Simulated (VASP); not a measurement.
BiB2Sb, 4 atoms in the cell. Symmetry: P-4m2, No. 115, tetragonal system. Conventional cell: a = 3.735 Å, b = 3.735 Å, c = 5.280 Å, α = 90.00°, β = 90.00°, γ = 90.00°. Within 3.0 Å of Sb (site symmetry -4m2) lie 4 B at 2.25 Å. Within 3.0 Å of B (site symmetry 2mm) lie 2 Sb at 2.25 Å and 2 Bi at 2.32 Å. Within 3.1 Å of Bi (site symmetry -4m2) lie 4 B at 2.32 Å. 

- Program: VASP 6.6.1
- Task: single point
- Functional: PBE
- Potentials or basis: VASP PAW PBE potentials, release 64 (Sb, B, Bi_d)
- Cutoff: 520 eV
- k mesh: 6 × 6 × 4
- Occupations: gaussian, width 0.01 eV
- Spin: no spin polarisation
- Dipole correction: no
- Further INCAR settings: ALGO = Normal; EDIFF = 1e-07; NBANDS = 21

Potentials or basis: VASP PAW PBE potentials, release 64 (Sb, B, Bi_d).

The run is started by

```console
$ cat potpaw_PBE.64/Sb/POTCAR potpaw_PBE.64/B/POTCAR potpaw_PBE.64/Bi_d/POTCAR > POTCAR
$ mpirun -np 1 vasp_std > vasp.out
```

Hardware: 1 thread of AMD EPYC 7R13 Processor (Zen 3), with other jobs on the host.

Problem. Estimate the wall time of this run.

Solution. Run time: 29 s on 1 thread of AMD EPYC 7R13 Processor (Zen 3), with other jobs on the host, peak memory 0.18 GiB. Counts: scf iterations 15, k points 30.
